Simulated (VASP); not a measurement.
# ReOs (P-6m2) in VASP: single point with LDA

Aim: the single point of ReOs with LDA.

Everything below comes from runs of VASP 6.6.1. Logs are shortened: lines on timing, memory, paths and dates and some standing lists are left out, and cuts for length are marked.

## (1) The cell of the first run

Symmetry: P-6m2, No. 187, hexagonal system. Conventional cell: a = 2.757 Å, b = 2.757 Å, c = 4.382 Å, α = 90.00°, β = 90.00°, γ = 120.00°. Re (site symmetry -6m2) has 6 Os at 2.71 Å and 6 Re at 2.76 Å within 3.6 Å. Within 3.6 Å of Os (site symmetry -6m2) lie 6 Re at 2.71 Å and 6 Os at 2.76 Å.

## (2) Single point, LDA

File INCAR:

```
PREC     = Accurate       # precision mode
ENCUT    = 520            # plane-wave cutoff, eV
EDIFF    = 1E-7           # SCF threshold, eV
ISMEAR   = 1              # smearing method
SIGMA    = 0.1            # smearing width, eV
LREAL    = False          # projectors in reciprocal space
LASPH    = True           # aspherical terms in the spheres
NELM     = 60             # most SCF steps
ALGO     = Normal         # electronic algorithm
ISIF     = 2              # what is computed and relaxed
LWAVE    = False          # write WAVECAR
LCHARG   = False          # write CHGCAR
NBANDS   = 14             # bands
```

File KPOINTS:

```
Automatic mesh
0
Gamma
  9 9 5
```

File POSCAR:

```
ReOs
1.0
    2.7573300000      0.0000000000      0.0000000000
   -1.3786700000      2.3879200000      0.0000000000
    0.0000000000      0.0000000000      4.3824300000
Re Os
1 1
Direct
    0.6666666667      0.3333333333      0.5000000000
    0.0000000000      0.0000000000      0.0000000000
```

Potentials or basis: VASP PAW LDA potentials, release 64 (Re, Os).

Launch:

```
> cat potpaw_LDA.64/Re/POTCAR potpaw_LDA.64/Os/POTCAR > POTCAR
> mpirun -np 1 vasp_std > vasp.out
```

OUTCAR:

```text
PREC = Accurate
   ENCUT = 520
   EDIFF = 1E-7
   ISMEAR = 1
   LREAL = False
   LASPH = True
   NELM = 60
   ISIF = 2

 ion  position               nearest neighbor table
   1  0.667  0.333  0.500-   2 2.71   2 2.71   2 2.71   2 2.71   2 2.71   2 2.71
   2  0.000  0.000  0.000-   1 2.71   1 2.71   1 2.71   1 2.71   1 2.71   1 2.71

  LATTYP: Found a hexagonal cell.
 ALAT       =     2.7573300000
 C/A-ratio  =     1.5893745036

  Lattice vectors:

 A1 = (   2.7573300000,   0.0000000000,   0.0000000000)
 A2 = (  -1.3786700000,   2.3879200000,   0.0000000000)
 A3 = (   0.0000000000,   0.0000000000,   4.3824300000)

Analysis of symmetry for initial positions (statically):
=====================================================================
 Subroutine PRICEL returns:
 Original cell was already a primitive cell.

 Routine SETGRP: Setting up the symmetry group for a
 hexagonal supercell.

 Subroutine GETGRP returns: Found 12 space group operations
 (whereof 12 operations were pure point group operations)
 out of a pool of 24 trial point group operations.

The static configuration has the point symmetry D_3h.

Analysis of symmetry for dynamics (positions and initial velocities):
=====================================================================
 Subroutine PRICEL returns:
 Original cell was already a primitive cell.

 Routine SETGRP: Setting up the symmetry group for a
 hexagonal supercell.

 Subroutine GETGRP returns: Found 12 space group operations
 (whereof 12 operations were pure point group operations)
 out of a pool of 24 trial point group operations.

The dynamic configuration has the point symmetry D_3h.

 Subroutine INISYM returns: Found 12 space group operations
 (whereof 12 operations are pure point group operations),
 and found     1 'primitive' translations

----------------------------------------------------------------------------------------

                                     Primitive cell

  volume of cell :      28.8552

  direct lattice vectors                    reciprocal lattice vectors
     2.757330000  0.000000000  0.000000000     0.362669684  0.209388009  0.000000000
    -1.378670000  2.387920000  0.000000000     0.000000000  0.418774498  0.000000000
     0.000000000  0.000000000  4.382430000     0.000000000  0.000000000  0.228183907

  length of vectors
     2.757330000  2.757334382  4.382430000     0.418775164  0.418774498  0.228183907

  position of ions in fractional coordinates (direct lattice)
     0.666666667  0.333333333  0.500000000
     0.000000000  0.000000000  0.000000000

  ion indices of the primitive-cell ions
   primitive index   ion index
                 1           1
                 2           2

----------------------------------------------------------------------------------------

 KPOINTS: Automatic mesh

Automatic generation of k-mesh.
 Grid dimensions read from file:
 generate k-points for:    9    9    5

 Generating k-lattice:

  Cartesian coordinates                     Fractional coordinates (reciprocal lattice)
     0.040296632  0.023265334  0.000000000     0.111111111  0.000000000  0.000000000
     0.000000000  0.046530500  0.000000000     0.000000000  0.111111111  0.000000000
     0.000000000  0.000000000  0.045636781     0.000000000  0.000000000  0.200000000

  Length of vectors
     0.046530574  0.046530500  0.045636781

  Shift w.r.t. Gamma in fractional coordinates (k-lattice)
     0.000000000  0.000000000  0.000000000

 Subroutine IBZKPT returns following result:
 ===========================================

 Found     36 irreducible k-points:

 Following reciprocal coordinates:
            Coordinates               Weight
  0.000000  0.000000  0.000000      1.000000
  0.111111  0.000000  0.000000      6.000000
  0.222222 -0.000000  0.000000      6.000000
  0.333333 -0.000000  0.000000      6.000000
  0.444444 -0.000000  0.000000      6.000000
  0.111111  0.111111  0.000000      6.000000
[... 16 lines left out ...]
  0.333333  0.222222  0.200000     24.000000
  0.333333  0.333333  0.200000      4.000000
 [... further k-points ...]
   k-points           NKPTS =     36   k-points in BZ     NKDIM =     36   number of bands    NBANDS=     14
   number of dos      NEDOS =    301   number of ions     NIONS =      2
   total plane-waves  NPLWV =  20736
   dimension x,y,z NGX =    24 NGY =   24 NGZ =   36
   dimension x,y,z NGXF=    48 NGYF=   48 NGZF=   72
   ions per type =               1   1
   NGX,Y,Z   is equivalent  to a cutoff of  14.47, 14.47, 13.66 a.u.
   NGXF,Y,Z  is equivalent  to a cutoff of  28.94, 28.94, 27.31 a.u.
 SYSTEM =  unknown system
   PREC   = accura    normal or accurate (medium, high low for compatibility)
   ISTART =      0    job   : 0-new  1-cont  2-samecut
   ICHARG =      2    charge: 1-file 2-atom 10-const
   ISPIN  =      1    spin polarized calculation?
   LNONCOLLINEAR =      F non collinear calculations
   LSORBIT =      F    spin-orbit coupling
   LASPH  =      T    aspherical Exc in radial PAW
   ENCUT  =  520.0 eV  38.22 Ry    6.18 a.u.   5.13  5.13  8.15*2*pi/ulx,y,z
   NELM   =     60;   NELMIN=  2; NELMDL= -5     # of ELM steps
   EDIFF  = 0.1E-06   stopping-criterion for ELM
   LREAL  =      F    real-space projection
   EDIFFG = 0.1E-05   stopping-criterion for IOM
   NSW    =      0    number of steps for IOM
   IBRION =     -1    ionic relax: 0-MD 1-quasi-New 2-CG
   NFREE  =      0    steps in history (QN), initial steepest desc. (CG)
   ISIF   =      2    stress and relaxation
   ISYM   =      2    0-nonsym 1-usesym 2-fastsym
   POTIM  = 0.5000    time-step for ionic-motion
   TEBEG  =    0.0;   TEEND  =   0.0 temperature during run
   PSTRESS=    0.0 pullay stress
   NELECT =      15.0000    total number of electrons
   NUPDOWN=      -1.0000    fix difference up-down
   EMIN   =  10.00;   EMAX   =-10.00  energy-range for DOS
   EFERMI =   0.00;   METHOD = LEGACY
   ISMEAR =     1;   SIGMA  =   0.10  broadening in eV -4-tet -1-fermi 0-gaus
   EFERMI_NEDOS =   21; number of points for ismear=-14 and -15
   IALGO  =     38    algorithm
   IMIX   =      4    mixing-type and parameters
     AMIX     =   0.40;   BMIX     =  1.00
     AMIX_MAG =   1.60;   BMIX_MAG =  1.00
  volume/ion in A,a.u.               =      14.43        97.36
  Fermi-wavevector in a.u.,A,eV,Ry     =   1.316328  2.487499 23.575075  1.732719
  Thomas-Fermi vector in A             =   2.446448
   LORBIT       =      0    0 simple, 1 ext, 2 COOP (PROOUT), +10 PAW based schemes
   GGA     = CA    functional components
   LHFCALC =     F    Hartree Fock is set to
   AEXX    =    0.0000 exact exchange contribution
   IVDW    =     0    specifies the selected vdW correction
   LEPSILON=     F    determine dielectric tensor
   LRPA    =     F    only Hartree local field effects (RPA)
 non-spin polarized calculation
 Methfessel and Paxton  Order N= 1 SIGMA  =   0.10
  energy-cutoff  :      520.00
  volume of cell :       28.86
 maximum number of plane-waves:       790
 NGX is ok and might be reduce to    24
   NGX = 11   NGY = 11   NGZ = 17

 number of electron      14.9999993 magnetization

 Free energy of the ion-electron system (eV)
  ---------------------------------------------------
  ext. energy  EPLUGINS =         0.00000000
  ---------------------------------------------------
  free energy    TOTEN  =       -26.52577817 eV

  energy without entropy =      -26.52072415  energy(sigma->0) =      -26.52409349

 E-fermi :   8.4785     XC(G=0): -13.9794

 val. band max:        8.4764762488   @ k =   0.2222   0.1111   0.2000
 cond. band min:       8.4791103745   @ k =   0.3333   0.2222   0.4000
 fundamental gap:      0.0026341258
 Fermi energy:         8.4785119508

 k-point     1 :       0.0000    0.0000    0.0000
  band No.  band energies     occupation
      1      -1.7543      2.00000
      2       1.3901      2.00000
      3       6.0134      2.00000
      4       6.0134      2.00000
      5       6.3891      2.00000
      6       7.2149      2.00000
      7       7.2150      2.00000
      8       7.6850      2.00000
      9       7.6850      2.00000
     10       9.0332     -0.00000
     11      11.1185      0.00000
     12      11.1185      0.00000
     13      18.0817      0.00000
     14      22.6619      0.00000

 k-point     2 :       0.1111    0.0000    0.0000
  band No.  band energies     occupation
      1      -1.2644      2.00000
      2       1.8224      2.00000
      3       5.3785      2.00000
      4       6.4369      2.00000
      5       6.6740      2.00000
      6       6.8495      2.00000
      7       7.1704      2.00000
      8       7.3619      2.00000
      9       7.6491      2.00000
     10       8.0225      2.00000
     11      11.3319      0.00000
     12      13.0689      0.00000
     13      18.0307      0.00000
     14      23.6695      0.00000

 k-point     3 :       0.2222   -0.0000    0.0000
  band No.  band energies     occupation
      1       0.0212      2.00000
      2       2.6278      2.00000
      3       4.7829      2.00000
      4       5.0170      2.00000
      5       6.2322      2.00000
      6       6.6997      2.00000
      7       7.4155      2.00000
      8       7.6287      2.00000
      9       8.1371      2.00002
     10       8.8782     -0.00000
     11      11.7067      0.00000
     12      15.9237      0.00000
     13      17.7086      0.00000
     14      23.9161      0.00000
[... 324 lines left out ...]
 k-point    23 :       0.3333    0.2222    0.2000
  band No.  band energies     occupation
      1       2.5680      2.00000
      2       3.4873      2.00000
      3       3.7060      2.00000
      4       4.3525      2.00000
      5       5.5751      2.00000
      6       6.4062      2.00000
      7       7.5575      2.00000
      8      10.0475     -0.00000
      9      10.5134      0.00000
     10      11.6867      0.00000
     11      14.2835      0.00000
     12      15.6944      0.00000
     13      18.3291      0.00000
     14      19.0921      0.00000

 k-point    24 :       0.3333    0.3333    0.2000
  band No.  band energies     occupation
      1       3.0219      2.00000
      2       3.6098      2.00000
      3       3.7186      2.00000
      4       4.5786      2.00000
      5       5.4810      2.00000
      6       6.0488      2.00000
      7       7.7856      2.00000
      8      10.1089     -0.00000
      9      10.6727      0.00000
     10      11.1128      0.00000
     11      14.9242      0.00000
     12      15.0942      0.00000
     13      17.5105      0.00000
     14      21.5489      0.00000

 [... further k-points ...]
[... 5 lines left out ...]
  --------------------------------------------------------------------------------------
  -------------------------------------------------------------------------------------
  Total       -2.0774529     -2.0774567     -1.9268909      0.0000043      0.0000000      0.0000000
  in kB     -115.3501776   -115.3503876   -106.9902524      0.0002415      0.0000000      0.0000000
  external PRESSURE =    -112.5636059 kB  Pullay stress =       0.0000000 kB

 VOLUME and BASIS-vectors are now :
 -----------------------------------------------------------------------------
  energy-cutoff  :      520.00
  volume of cell :       28.86
      direct lattice vectors                 reciprocal lattice vectors
     2.757330000  0.000000000  0.000000000     0.362669684  0.209388009  0.000000000
    -1.378670000  2.387920000  0.000000000     0.000000000  0.418774498  0.000000000
     0.000000000  0.000000000  4.382430000     0.000000000  0.000000000  0.228183907

 POSITION                                       TOTAL-FORCE (eV/Angst)
 -----------------------------------------------------------------------------------
      1.37866      0.79597      2.19122         0.000000      0.000000      0.000000
      0.00000      0.00000      0.00000        -0.000000      0.000000      0.000000
 -----------------------------------------------------------------------------------
    total drift:                               -0.000004     -0.000002      0.000000

  FREE ENERGIE OF THE ION-ELECTRON SYSTEM (eV)
  ---------------------------------------------------
  free  energy   TOTEN  =       -26.5257781684 eV

  energy  without entropy=      -26.5207241461  energy(sigma->0) =      -26.52409349
```

It took 18 s on 1 thread of Intel Xeon Platinum 8375C at 2.90GHz (Ice Lake), shared host; peak memory 0.15 GiB.

What came out:

* Free energy: -26.5258 eV
* Pressure: -11.3 GPa

Caveat: spin-orbit coupling is left out, which moves the levels of the heavy elements.
